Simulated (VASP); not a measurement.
# Ag2HCl2 in VASP: single point with PBE+D3(BJ)

Aim: the single point of Ag2HCl2 with PBE+D3(BJ).

All numbers are computed with VASP 6.6.1; they aren't measurements. Logs are shortened: lines on timing, memory, paths and dates and some standing lists are left out, and cuts for length are marked.

**1. The cell of the first run**

The cell holds a slab with vacuum, 5 atoms: a = 3.897 Å, b = 3.897 Å, c = 20.148 Å, α = 90.00°, β = 90.00°, γ = 90.00°.

**2. Single point, PBE+D3(BJ), collinear spin**

Input file INCAR:

```
PREC = Accurate
ENCUT = 520
EDIFF = 1E-7
ISMEAR = 0
SIGMA = 0.05
LREAL = F
LASPH = T
NELM = 150
ALGO = Normal
ISIF = 2
LWAVE = F
LCHARG = F
ISPIN = 2
MAGMOM = 0 0 0 0 1
LORBIT = 11
LMAXMIX = 4
LDIPOL = T
IDIPOL = 3
DIPOL = 0.5 0.5 0.315
GGA = PE
IVDW = 12
NBANDS = 30
```

Input file KPOINTS:

```
regular mesh
0
Gamma
  7 7 1
```

Input file POSCAR:

```
Ag2HCl2
1.0
    3.8966246593      0.0000000000      0.0000000000
    0.0000000000      3.8966246593      0.0000000000
    0.0000000000      0.0000000000     20.1478735173
Ag Cl H
2 2 1
Direct
    0.0000000000      0.0000000000      0.1985321179
    0.5000000000      0.5000000000      0.3337564577
    0.5000000000      0.5000000000      0.1985321179
    0.0000000000      0.0000000000      0.3398807081
    0.0000000000      0.5000000000      0.5036697053
```

Potentials or basis: VASP PAW PBE potentials, release 64 (Ag, Cl, H).

Launch:

```console
$ cat potpaw_PBE.64/Ag/POTCAR potpaw_PBE.64/Cl/POTCAR potpaw_PBE.64/H/POTCAR > POTCAR
$ mpirun -np 1 vasp_std > vasp.out
```

OUTCAR:

```text
PREC = Accurate
   ENCUT = 520
   EDIFF = 1E-7
   ISMEAR = 0
   LREAL = F
   LASPH = T
   NELM = 150
   ISIF = 2
   ISPIN = 2
   LORBIT = 11
   GGA = PE
   IVDW = 12
 IVDW          = 12

 ion  position               nearest neighbor table
   1  0.000  0.000  0.199-   3 2.76   3 2.76   3 2.76   3 2.76   4 2.85
   2  0.500  0.500  0.334-   3 2.72   4 2.76   4 2.76   4 2.76   4 2.76
   3  0.500  0.500  0.199-   2 2.72   1 2.76   1 2.76   1 2.76   1 2.76
   4  0.000  0.000  0.340-   2 2.76   2 2.76   2 2.76   2 2.76   1 2.85
   5  0.000  0.500  0.504-

  LATTYP: Found a simple tetragonal cell.
 ALAT       =     3.8966246593
 C/A-ratio  =     5.1705964210

  Lattice vectors:

 A1 = (   3.8966246593,   0.0000000000,   0.0000000000)
 A2 = (   0.0000000000,   3.8966246593,   0.0000000000)
 A3 = (   0.0000000000,   0.0000000000,  20.1478735173)

Analysis of symmetry for initial positions (statically):
=====================================================================
 Subroutine PRICEL returns:
 Original cell was already a primitive cell.

 Routine SETGRP: Setting up the symmetry group for a
 simple tetragonal supercell.

 Subroutine GETGRP returns: Found  4 space group operations
 (whereof  4 operations were pure point group operations)
 out of a pool of 16 trial point group operations.

The static configuration has the point symmetry C_2v.

Analysis of symmetry for dynamics (positions and initial velocities):
=====================================================================
 Subroutine PRICEL returns:
 Original cell was already a primitive cell.

 Routine SETGRP: Setting up the symmetry group for a
 simple tetragonal supercell.

 Subroutine GETGRP returns: Found  4 space group operations
 (whereof  4 operations were pure point group operations)
 out of a pool of 16 trial point group operations.

The dynamic configuration has the point symmetry C_2v.

Analysis of structural, dynamic, and magnetic symmetry:
=====================================================================
 Subroutine PRICEL returns:
 Original cell was already a primitive cell.

 Routine SETGRP: Setting up the symmetry group for a
 simple tetragonal supercell.

 Subroutine GETGRP returns: Found  4 space group operations
 (whereof  4 operations were pure point group operations)
 out of a pool of 16 trial point group operations.

The overall configuration has the point symmetry C_2v.

 Subroutine INISYM returns: Found  4 space group operations
 (whereof  4 operations are pure point group operations),
 and found     1 'primitive' translations

----------------------------------------------------------------------------------------

                                     Primitive cell

  volume of cell :     305.9189

  direct lattice vectors                    reciprocal lattice vectors
     3.896624659  0.000000000  0.000000000     0.256632365  0.000000000  0.000000000
     0.000000000  3.896624659  0.000000000     0.000000000  0.256632365  0.000000000
     0.000000000  0.000000000 20.147873517     0.000000000  0.000000000  0.049633029

  length of vectors
     3.896624659  3.896624659 20.147873517     0.256632365  0.256632365  0.049633029

  position of ions in fractional coordinates (direct lattice)
     0.000000000  0.000000000  0.198532118
     0.500000000  0.500000000  0.333756458
     0.500000000  0.500000000  0.198532118
     0.000000000  0.000000000  0.339880708
     0.000000000  0.500000000  0.503669705

  ion indices of the primitive-cell ions
   primitive index   ion index
                 1           1
                 2           2
                 3           3
                 4           4
                 5           5

----------------------------------------------------------------------------------------

 KPOINTS: regular mesh
[... 28 lines left out ...]
  0.285714  0.000000  0.000000      2.000000
  0.000000  0.285714  0.000000      2.000000
  0.428571  0.000000  0.000000      2.000000
[... 8 lines left out ...]
 -0.285714  0.428571  0.000000      4.000000
  0.428571  0.428571  0.000000      4.000000
   k-points           NKPTS =     16   k-points in BZ     NKDIM =     16   number of bands    NBANDS=     30
   number of dos      NEDOS =    301   number of ions     NIONS =      5
   total plane-waves  NPLWV = 135000
   dimension x,y,z NGX =    30 NGY =   30 NGZ =  150
   dimension x,y,z NGXF=    60 NGYF=   60 NGZF=  300
   ions per type =               2   2   1
   NGX,Y,Z   is equivalent  to a cutoff of  12.80, 12.80, 12.38 a.u.
   NGXF,Y,Z  is equivalent  to a cutoff of  25.60, 25.60, 24.75 a.u.
 SYSTEM =  unknown system
   PREC   = accura    normal or accurate (medium, high low for compatibility)
   ISTART =      0    job   : 0-new  1-cont  2-samecut
   ICHARG =      2    charge: 1-file 2-atom 10-const
   ISPIN  =      2    spin polarized calculation?
   LNONCOLLINEAR =      F non collinear calculations
   LSORBIT =      F    spin-orbit coupling
   LASPH  =      T    aspherical Exc in radial PAW
   ENCUT  =  520.0 eV  38.22 Ry    6.18 a.u.   7.25  7.25 37.46*2*pi/ulx,y,z
   NELM   =    150;   NELMIN=  2; NELMDL= -5     # of ELM steps
   EDIFF  = 0.1E-06   stopping-criterion for ELM
   LREAL  =      F    real-space projection
   EDIFFG = 0.1E-05   stopping-criterion for IOM
   NSW    =      0    number of steps for IOM
   IBRION =     -1    ionic relax: 0-MD 1-quasi-New 2-CG
   NFREE  =      0    steps in history (QN), initial steepest desc. (CG)
   ISIF   =      2    stress and relaxation
   ISYM   =      2    0-nonsym 1-usesym 2-fastsym
   POTIM  = 0.5000    time-step for ionic-motion
   TEBEG  =    0.0;   TEEND  =   0.0 temperature during run
   PSTRESS=    0.0 pullay stress
   NELECT =      37.0000    total number of electrons
   NUPDOWN=      -1.0000    fix difference up-down
   EMIN   =  10.00;   EMAX   =-10.00  energy-range for DOS
   EFERMI =   0.00;   METHOD = LEGACY
   ISMEAR =     0;   SIGMA  =   0.05  broadening in eV -4-tet -1-fermi 0-gaus
   EFERMI_NEDOS =   21; number of points for ismear=-14 and -15
   IALGO  =     38    algorithm
   IMIX   =      4    mixing-type and parameters
     AMIX     =   0.40;   BMIX     =  1.00
     AMIX_MAG =   1.60;   BMIX_MAG =  1.00
  volume/ion in A,a.u.               =      61.18       412.89
  Fermi-wavevector in a.u.,A,eV,Ry     =   0.809605  1.529932  8.918082  0.655461
  Thomas-Fermi vector in A             =   1.918627
   LORBIT       =     11    0 simple, 1 ext, 2 COOP (PROOUT), +10 PAW based schemes
   GGA     = PE    functional components
   LHFCALC =     F    Hartree Fock is set to
   AEXX    =    0.0000 exact exchange contribution
   IVDW    =    12    specifies the selected vdW correction
   LEPSILON=     F    determine dielectric tensor
   LRPA    =     F    only Hartree local field effects (RPA)
 spin polarized calculation
 Gauss-broadening in eV      SIGMA  =   0.05
  energy-cutoff  :      520.00
  volume of cell :      305.92
 maximum number of plane-waves:      8267
 NGX is ok and might be reduce to    30
   NGX = 15   NGY = 15   NGZ = 75

 dipolmoment           0.000000      0.000000     -0.000009 electrons x Angstroem

 number of electron      37.0000010 magnetization       1.0000000

 dipolmoment           0.000000      0.000000      0.032046 electrons x Angstroem

 Free energy of the ion-electron system (eV)
  ---------------------------------------------------
  ext. energy  EPLUGINS =         0.00000000
  ---------------------------------------------------
  free energy    TOTEN  =       -11.72255614 eV

  energy without entropy =      -11.72255614  energy(sigma->0) =      -11.72255614

 E-fermi :  -2.4051     XC(G=0):  -3.6220

 val. band max:       -2.7008759114   @ k =   0.4286   0.0000   0.0000
 cond. band min:      -1.5897040384   @ k =   0.0000   0.0000   0.0000
 fundamental gap:      1.1111718730
 Fermi energy:        -2.4051159389

 spin component 1

 k-point     1 :       0.0000    0.0000    0.0000
  band No.  band energies     occupation
      1     -17.6936      1.00000
      2     -17.3265      1.00000
      3      -6.6261      1.00000
      4      -5.9808      1.00000
      5      -5.6822      1.00000
      6      -5.6820      1.00000
[... 517 lines left out ...]
     29       5.9684      0.00000
     30       6.1512      0.00000
 Fermi energy:        -2.4051159389

 spin component 2

 k-point     1 :       0.0000    0.0000    0.0000
  band No.  band energies     occupation
      1     -17.6926      1.00000
      2     -17.3202      1.00000
      3      -6.6213      1.00000
      4      -5.9381      1.00000
      5      -5.6811      1.00000
      6      -5.6810      1.00000
[... 517 lines left out ...]
     29       6.4021      0.00000
     30       6.6025      0.00000

------------------------ aborting loop because EDIFF is reached ----------------------------------------

 vacuum level on the upper side and lower side of the slab       (xc-potential included)         0.180        -0.190

 Edisp (eV)   -0.89246

 E8    (eV) :    -0.3715

  FORCE on cell =-STRESS in cart. coord.  units (eV):
  Direction    XX          YY          ZZ          XY          YZ          ZX
  --------------------------------------------------------------------------------------
  -------------------------------------------------------------------------------------
  Total      -1.83827    -1.81886    -0.15296     0.00000     0.00000     0.00000
  in kB      -9.62749    -9.52585    -0.80111     0.00000     0.00000     0.00000
  external pressure =       -6.65 kB  Pullay stress =        0.00 kB

 VOLUME and BASIS-vectors are now :
 -----------------------------------------------------------------------------
  energy-cutoff  :      520.00
  volume of cell :      305.92
      direct lattice vectors                 reciprocal lattice vectors
     3.896624659  0.000000000  0.000000000     0.256632365  0.000000000  0.000000000
     0.000000000  3.896624659  0.000000000     0.000000000  0.256632365  0.000000000
     0.000000000  0.000000000 20.147873517     0.000000000  0.000000000  0.049633029

 POSITION                                       TOTAL-FORCE (eV/Angst)
 -----------------------------------------------------------------------------------
      0.00000      0.00000      4.00000         0.000000      0.000000      0.258302
      1.94831      1.94831      6.72448         0.000000      0.000000      0.020336
      1.94831      1.94831      4.00000         0.000000      0.000000     -0.264298
      0.00000      0.00000      6.84787         0.000000      0.000000      0.019433
      0.00000      1.94831     10.14787         0.000000      0.000000     -0.033773
 -----------------------------------------------------------------------------------
    total drift:                                0.000000      0.000000      0.000124

  FREE ENERGIE OF THE ION-ELECTRON SYSTEM (eV)
  ---------------------------------------------------
  free  energy   TOTEN  =       -12.6150206744 eV

  energy  without entropy=      -12.6150206744  energy(sigma->0) =      -12.61502067

 vacuum level on the upper side and lower side of the slab         2.815         2.436

 total charge

# of ion       s       p       d       tot
------------------------------------------
    1        0.192   0.121   9.369   9.682
    2        0.195   0.129   9.369   9.693
    3        1.600   3.473   0.000   5.074
    4        1.600   3.472   0.000   5.073
    5        0.379   0.000   0.000   0.379
--------------------------------------------------
tot          3.967   7.196  18.738  29.901

 magnetization (x)

# of ion       s       p       d       tot
------------------------------------------
    1        0.000   0.000   0.000   0.000
    2       -0.000  -0.000   0.002   0.002
    3        0.000   0.000   0.000   0.000
    4        0.000   0.006   0.000   0.006
    5        0.379   0.000   0.000   0.379
--------------------------------------------------
tot          0.379   0.006   0.002   0.387
```

It took 4.7 min on 1 thread of Intel Xeon 6975P-C (Granite Rapids), shared host; peak memory 0.59 GiB.

What came out:

| Property | Result |
| --- | --- |
| Free energy | -12.6150 eV |
| Largest force | 0.264 eV/Å |
| Band gap on the k mesh | 1.11 eV (least direct gap 2.55 eV) |
| Net moment | 1.00 μB per cell |
| Site moments | Ag +0.00; Cl +0.00, +0.01; H +0.38 μB |
| Valence electrons inside the program's atomic spheres | Ag 9.68, 9.69; Cl 5.07; H 0.38 |
| Dispersion energy per atom | -0.178 eV |

Forces in eV/Å, atoms in the order of the input:
```
Ag   0.000  0.000  0.258
Ag   0.000  0.000  0.020
Cl   0.000  0.000 -0.264
Cl   0.000  0.000  0.019
H    0.000  0.000 -0.034
```

Levels at points of the mesh, in eV from the valence-band top:
Spin up:
```csv
k point,band 15,band 16,band 17,band 18,band 19,band 20,band 21,band 22,band 23,band 24
"(0.00, 0.00, 0.00)",-2.32,-2.09,-1.91,-1.91,-1.44,1.20,2.29,4.75,5.19,5.97
```
Spin down:
| k point | band 16 | band 17 | band 18 | band 19 | band 20 | band 21 |
| --- | --- | --- | --- | --- | --- | --- |
| (0.00, 0.00, 0.00) | -1.91 | -1.91 | -1.44 | 1.11 | 2.17 | 4.05 |
